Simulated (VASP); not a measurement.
# CdS (Hawleyite) (I-4m2) in VASP: single point with PBE

Aim: the single point of CdS (Hawleyite) with PBE.

All numbers are computed with VASP 6.6.1; they aren't measurements. Logs are shortened: lines on timing, memory, paths and dates and some standing lists are left out, and cuts for length are marked.

## Step 1: The cell of the first run

It takes space group I-4m2 (No. 119, tetragonal). The conventional cell has a = 4.125 Å, b = 4.125 Å, c = 5.541 Å, α = 90.00°, β = 90.00°, γ = 90.00°. Within 3.3 Å of Cd (site symmetry -4m2) lie 4 S at 2.48 Å. Within 3.3 Å of S (site symmetry -4m2) lie 4 Cd at 2.48 Å.

## Step 2: Single point, PBE

Contents of INCAR:

```
SYSTEM = CdS
PREC = Accurate
ENCUT = 520
EDIFF = 1E-6
ISMEAR = -1
SIGMA = 0.02
LREAL = .FALSE.
LASPH = .TRUE.
NELM = 80
ALGO = Normal
ISIF = 2
LWAVE = .FALSE.
LCHARG = .TRUE.
GGA = PE
LELF = .TRUE.
LVHAR = .TRUE.
NBANDS = 16
```

Contents of KPOINTS:

```
regular mesh
0
G
  6 6 6
  0 0 0
```

Contents of POSCAR:

```
CdS
1.0
    0.0000000000      2.9165000000      2.7706750000
    2.9165000000      0.0000000000      2.7706750000
    2.9165000000      2.9165000000      0.0000000000
Cd S
1 1
Direct
    0.0000000000      0.0000000000      0.0000000000
    0.2500000000      0.2500000000      0.2500000000
```

Potentials or basis: VASP PAW PBE potentials, release 64 (Cd, S).

Launch:

```bash
$ cat potpaw_PBE.64/Cd/POTCAR potpaw_PBE.64/S/POTCAR > POTCAR
$ mpirun -np 1 vasp_std > vasp.out
```

OUTCAR:

```text
SYSTEM = CdS
   PREC = Accurate
   ENCUT = 520
   EDIFF = 1E-6
   ISMEAR = -1
   LREAL = .FALSE.
   LASPH = .TRUE.
   NELM = 80
   ISIF = 2
   GGA = PE

 ion  position               nearest neighbor table
   1  0.000  0.000  0.000-   2 2.48   2 2.48   2 2.48   2 2.48
   2  0.250  0.250  0.250-   1 2.48   1 2.48   1 2.48   1 2.48

  LATTYP: Found a body centered tetragonal cell.
 ALAT       =     4.1245538547
 C/A-ratio  =     1.3435028843

  Lattice vectors:

 A1 = (   0.0000000000,  -2.9165000000,  -2.7706750000)
 A2 = (   0.0000000000,   2.9165000000,  -2.7706750000)
 A3 = (   2.9165000000,   0.0000000000,   2.7706750000)

Analysis of symmetry for initial positions (statically):
=====================================================================
 Subroutine PRICEL returns:
 Original cell was already a primitive cell.

 Routine SETGRP: Setting up the symmetry group for a
 body centered tetragonal supercell.

 Subroutine GETGRP returns: Found  8 space group operations
 (whereof  8 operations were pure point group operations)
 out of a pool of 16 trial point group operations.

The static configuration has the point symmetry D_2d.

Analysis of symmetry for dynamics (positions and initial velocities):
=====================================================================
 Subroutine PRICEL returns:
 Original cell was already a primitive cell.

 Routine SETGRP: Setting up the symmetry group for a
 body centered tetragonal supercell.

 Subroutine GETGRP returns: Found  8 space group operations
 (whereof  8 operations were pure point group operations)
 out of a pool of 16 trial point group operations.

The dynamic configuration has the point symmetry D_2d.

 Subroutine INISYM returns: Found  8 space group operations
 (whereof  8 operations are pure point group operations),
 and found     1 'primitive' translations

----------------------------------------------------------------------------------------

                                     Primitive cell

  volume of cell :      47.1346

[... 70 lines left out ...]
   k-points           NKPTS =     30   k-points in BZ     NKDIM =     30   number of bands    NBANDS=     16
   number of dos      NEDOS =    301   number of ions     NIONS =      2
   total plane-waves  NPLWV =  28800
   dimension x,y,z NGX =    30 NGY =   30 NGZ =   32
   dimension x,y,z NGXF=    60 NGYF=   60 NGZF=   64
   ions per type =               1   1
   NGX,Y,Z   is equivalent  to a cutoff of  12.40, 12.40, 12.90 a.u.
   NGXF,Y,Z  is equivalent  to a cutoff of  24.80, 24.80, 25.80 a.u.
 SYSTEM =  CdS
   PREC   = accura    normal or accurate (medium, high low for compatibility)
   ISTART =      0    job   : 0-new  1-cont  2-samecut
   ICHARG =      2    charge: 1-file 2-atom 10-const
   ISPIN  =      1    spin polarized calculation?
   LNONCOLLINEAR =      F non collinear calculations
   LSORBIT =      F    spin-orbit coupling
   LASPH  =      T    aspherical Exc in radial PAW
   ENCUT  =  520.0 eV  38.22 Ry    6.18 a.u.   7.48  7.48  7.67*2*pi/ulx,y,z
   NELM   =     80;   NELMIN=  2; NELMDL= -5     # of ELM steps
   EDIFF  = 0.1E-05   stopping-criterion for ELM
   LREAL  =      F    real-space projection
   EDIFFG = 0.1E-04   stopping-criterion for IOM
   NSW    =      0    number of steps for IOM
   IBRION =     -1    ionic relax: 0-MD 1-quasi-New 2-CG
   NFREE  =      0    steps in history (QN), initial steepest desc. (CG)
   ISIF   =      2    stress and relaxation
   ISYM   =      2    0-nonsym 1-usesym 2-fastsym
   POTIM  = 0.5000    time-step for ionic-motion
   TEBEG  =    0.0;   TEEND  =   0.0 temperature during run
   PSTRESS=    0.0 pullay stress
   NELECT =      18.0000    total number of electrons
   NUPDOWN=      -1.0000    fix difference up-down
   EMIN   =  10.00;   EMAX   =-10.00  energy-range for DOS
   EFERMI =   0.00;   METHOD = LEGACY
   ISMEAR =    -1;   SIGMA  =   0.02  broadening in eV -4-tet -1-fermi 0-gaus
   EFERMI_NEDOS =   21; number of points for ismear=-14 and -15
   IALGO  =     38    algorithm
   IMIX   =      4    mixing-type and parameters
     AMIX     =   0.40;   BMIX     =  1.00
     AMIX_MAG =   1.60;   BMIX_MAG =  1.00
  volume/ion in A,a.u.               =      23.57       159.04
  Fermi-wavevector in a.u.,A,eV,Ry     =   1.187734  2.244492 19.193899  1.410712
  Thomas-Fermi vector in A             =   2.323879
   LORBIT       =      0    0 simple, 1 ext, 2 COOP (PROOUT), +10 PAW based schemes
   GGA     = PE    functional components
[... 5 lines left out ...]
 non-spin polarized calculation
  energy-cutoff  :      520.00
  volume of cell :       47.13
 maximum number of plane-waves:      1294
 NGX is ok and might be reduce to    30
   NGX = 15   NGY = 15   NGZ = 15

 number of electron      18.0000000 magnetization

 Free energy of the ion-electron system (eV)
  ---------------------------------------------------
  ext. energy  EPLUGINS =         0.00000000
  ---------------------------------------------------
  free energy    TOTEN  =        -6.03748387 eV

  energy without entropy =       -6.03748387  energy(sigma->0) =       -6.03748387

 E-fermi :   2.2667     XC(G=0):  -9.3944

 val. band max:        1.8633854680   @ k =   0.0000   0.0000   0.0000
 cond. band min:       3.0251588144   @ k =   0.0000   0.0000   0.0000
 fundamental gap:      1.1617733464
 Fermi energy:         2.2666600470

 k-point     1 :       0.0000    0.0000    0.0000
  band No.  band energies     occupation
      1     -10.9225      2.00000
      2      -6.1684      2.00000
      3      -6.1684      2.00000
      4      -6.1377      2.00000
      5      -5.6228      2.00000
      6      -5.5956      2.00000
[... 433 lines left out ...]
      3      -5.8216      2.00000
      4      -5.7541      2.00000
      5      -5.5387      2.00000
      6      -5.1648      2.00000
[... 8 lines left out ...]
     15      14.4871      0.00000
     16      15.7231      0.00000

 [... further k-points ...]
[... 5 lines left out ...]
  --------------------------------------------------------------------------------------
  -------------------------------------------------------------------------------------
  Total        2.0129230      2.0129230      2.1581024      0.0000000      0.0000000     -0.0000000
  in kB       68.4223854     68.4223854     73.3572588      0.0000000      0.0000000     -0.0000000
  external PRESSURE =      70.0673432 kB  Pullay stress =       0.0000000 kB

 VOLUME and BASIS-vectors are now :
 -----------------------------------------------------------------------------
  energy-cutoff  :      520.00
  volume of cell :       47.13
      direct lattice vectors                 reciprocal lattice vectors
     0.000000000  2.916500000  2.770675000    -0.171438368  0.171438368  0.180461440
     2.916500000  0.000000000  2.770675000     0.171438368 -0.171438368  0.180461440
     2.916500000  2.916500000  0.000000000     0.171438368  0.171438368 -0.180461440

 POSITION                                       TOTAL-FORCE (eV/Angst)
 -----------------------------------------------------------------------------------
      0.00000      0.00000      0.00000         0.000000      0.000000     -0.000000
      1.45825      1.45825      1.38534        -0.000000     -0.000000      0.000000
 -----------------------------------------------------------------------------------
    total drift:                               -0.000000     -0.000000      0.000003

  FREE ENERGIE OF THE ION-ELECTRON SYSTEM (eV)
  ---------------------------------------------------
  free  energy   TOTEN  =        -6.0374838722 eV

  energy  without entropy=       -6.0374838722  energy(sigma->0) =       -6.03748387
```

OSZICAR:

```text
N       E                     dE             d eps       ncg     rms          rms(c)
DAV:   1     0.108269409080E+03    0.10827E+03   -0.91780E+03  1000   0.104E+03
DAV:   2    -0.248326895361E+01   -0.11075E+03   -0.10482E+03  1144   0.258E+02
DAV:   3    -0.655566850644E+01   -0.40724E+01   -0.40640E+01  1160   0.510E+01
DAV:   4    -0.657987057386E+01   -0.24202E-01   -0.24199E-01  1208   0.387E+00
DAV:   5    -0.658017577625E+01   -0.30520E-03   -0.30520E-03  1232   0.412E-01    0.908E+00
DAV:   6    -0.605884448606E+01    0.52133E+00   -0.81410E-01  1432   0.120E+01    0.712E+00
DAV:   7    -0.603712053213E+01    0.21724E-01   -0.21586E-01  1192   0.321E+00    0.335E+00
DAV:   8    -0.603743575985E+01   -0.31523E-03   -0.21033E-02  1168   0.189E+00    0.359E-01
DAV:   9    -0.603731684944E+01    0.11891E-03   -0.24069E-03  1200   0.767E-01    0.655E-02
DAV:  10    -0.603741734388E+01   -0.10049E-03   -0.24812E-04  1192   0.175E-01    0.605E-02
DAV:  11    -0.603748743543E+01   -0.70092E-04   -0.99945E-05  1160   0.858E-02    0.169E-02
DAV:  12    -0.603748295982E+01    0.44756E-05   -0.24551E-05  1264   0.683E-02    0.983E-03
DAV:  13    -0.603748397448E+01   -0.10147E-05   -0.34893E-06  1144   0.156E-02    0.826E-03
DAV:  14    -0.603748387223E+01    0.10226E-06   -0.16527E-07   816   0.285E-03
   1 F= -.60374839E+01 E0= -.60374839E+01  d E =-.687201E-11
```

It took 46 s on 1 thread of AMD EPYC 7R13, shared host; peak memory 0.15 GiB.

What came out:

- Free energy: -6.0375 eV
- Pressure: 7.0 GPa
- Band gap on the k mesh: 1.16 eV, direct
